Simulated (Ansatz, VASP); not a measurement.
**Two plane-wave programs on Bi2Se3**

```
Bi Se
1.0
     4.08868    0.00000    0.00000
     0.00000    4.08868    0.00000
     0.00000    0.00000    8.37766
Bi Se
2 3
Direct
  0.00000 0.00000 0.00000
  0.50000 0.50000 0.50000
  0.00000 0.00000 0.50000
  0.00000 0.00000 0.76236
  0.00000 0.00000 0.23764
```

Alike in both runs: task relaxation of cell and atoms; functional PBE; k mesh 4 × 4 × 2; occupations gaussian, width 0.1 eV; no spin polarisation.

```csv
,VASP,Ansatz
version,VASP 6.6.1,Ansatz 0.2.0
potentials or method,"VASP PAW PBE potentials, release 64 (Bi_d, Se), cutoff 600 eV","scalar-relativistic, plane waves, PAW"
valence electrons in the cell,48,78
```

```csv
,VASP,Ansatz,Ansatz less VASP
"gap on the k mesh at the Fermi level, each at its own relaxed structure (eV)",none,none,-
relaxed volume (Å³/atom),37.74,37.90,+0.166
relaxed cell length with the largest relative difference (Å),4.134,4.147,+0.0133
```

A gap of «none» marks a metal or a gap that the smearing closes. VASP's potentials hold 48 valence electrons a cell and Ansatz's 78, so a difference there can come from the potentials and not from the codes.

The k mesh is coarse, so the values compare programs but aren't converged. Spin-orbit coupling is off throughout. Noted on VASP's run: the volume moved by over 15 % at a fixed basis, so the end points are rough.
